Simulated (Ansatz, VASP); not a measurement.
# Two plane-wave programs on W

```
W
1.0
    -1.59200    1.59200    1.59200
     1.59200   -1.59200    1.59200
     1.59200    1.59200   -1.59200
W
1
Cartesian
  0.0000 0.0000 0.0000
```

Alike in both runs: functional PBE; k mesh 24 × 24 × 24; no spin polarisation.

Ansatz relaxed the structure, and its values are those at the end. VASP's run is a single point on that final structure, the one shown.

|  | VASP | Ansatz |
| --- | --- | --- |
| version | VASP 6.6.1 | Ansatz 0.2.0 |
| potentials or method | VASP PAW PBE potentials, release 64 (W_sv) | plane-wave PAW, scalar-relativistic |
| plane-wave cutoff (eV) | 520 | 420 |
| occupations | methfessel-paxton of order 1, width 0.1 eV | cold, width 0.1 eV |
| valence electrons in the cell | 14 | 14 |

VASP gave:

* pressure (GPa): 0.4

**Question.** Which values does Ansatz return?

**Answer.** Pressure (GPa): 0.0.

Neither program's run includes spin-orbit coupling.
